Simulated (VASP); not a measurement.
The system is SiS2.

```
CELL_PARAMETERS angstrom
-2.87469 4.91045 2.77435
2.87469 -4.91045 2.77435
2.87469 4.91045 -2.77435
ATOMIC_POSITIONS crystal
Si 0.75000 0.75000 0.00000
Si 0.25000 0.25000 0.00000
S 0.88475 0.79856 0.68331
S 0.11525 0.20144 0.31669
S 0.61525 0.29856 0.91382
S 0.38475 0.70144 0.08618
```

| Item | Value |
| --- | --- |
| Program | VASP 6.6.1 |
| Task | relaxation of cell and atoms |
| Functional | PBE |
| Potentials or basis | VASP PAW PBE potentials, release 64 (Si, S) |
| Cutoff | 500 eV |
| k mesh | 6 × 6 × 6 |
| Occupations | gaussian, width 0.02 eV |
| Spin | no spin polarisation |

At the start: pressure 1.7 GPa; volume 26.11 Å³/atom.

**Question.** Where does the relaxation end?

**Answer.** Over 32 steps the energy falls by 11.8 meV/atom and the volume is 31.91 Å³/atom (+22.2 %); space group Ibam (No. 72, to 0.05 Å).

The path:
```tsv
step	energy change (eV)	largest force (eV/Å)	pressure (GPa)	volume (Å³)
1	0.0000	0.2807	1.74	156.65
2	0.0100	0.6017	-1.62	163.18
3	-0.0185	0.1281	0.17	159.50
4	-0.0225	0.1211	0.15	160.41
5	-0.0332	0.0988	0.13	163.13
6	-0.0495	0.0471	0.13	168.64
7	-0.0654	0.0895	0.29	179.95
8	-0.0594	0.3010	-0.85	185.00
9	-0.0671	0.0367	-0.08	181.54
10	-0.0679	0.0611	-0.05	182.56
11	-0.0679	0.0619	-0.05	182.59
12	-0.0677	0.0643	0.33	182.76
13	-0.0682	0.0043	0.13	182.67
14	-0.0689	0.0112	0.09	183.70
15	-0.0690	0.0198	0.07	184.29
16	-0.0691	0.0540	-0.16	185.61
17	-0.0692	0.0261	-0.07	185.11
18	-0.0696	0.0270	-0.04	185.56
19	-0.0698	0.0278	0.00	186.15
20	-0.0698	0.0282	0.01	186.31
21	-0.0700	0.0033	0.07	186.66
22	-0.0700	0.0136	0.11	186.88
23	-0.0702	0.0092	0.08	187.24
24	-0.0704	0.0041	-0.01	188.31
25	-0.0704	0.0052	-0.02	188.40
26	-0.0704	0.0038	-0.02	188.67
27	-0.0706	0.0025	-0.01	189.48
28	-0.0707	0.0120	0.00	191.10
29	-0.0708	0.0078	-0.02	191.47
30	-0.0708	0.0074	-0.02	191.46
31	-0.0708	0.0087	0.04	191.42
32	-0.0708	0.0011	0.01	191.45
```

Final structure:
```
CELL_PARAMETERS angstrom
-3.12770 5.47958 2.79263
3.12770 -5.47958 2.79263
3.12770 5.47958 -2.79263
ATOMIC_POSITIONS crystal
Si 0.75000 0.75000 0.00000
Si 0.25000 0.25000 0.00000
S 0.89493 0.81539 0.71032
S 0.10507 0.18461 0.28968
S 0.60507 0.31539 0.92046
S 0.39493 0.68461 0.07954
```

Caveat: the volume moved by over 15 % at a fixed basis, so the end points are rough.
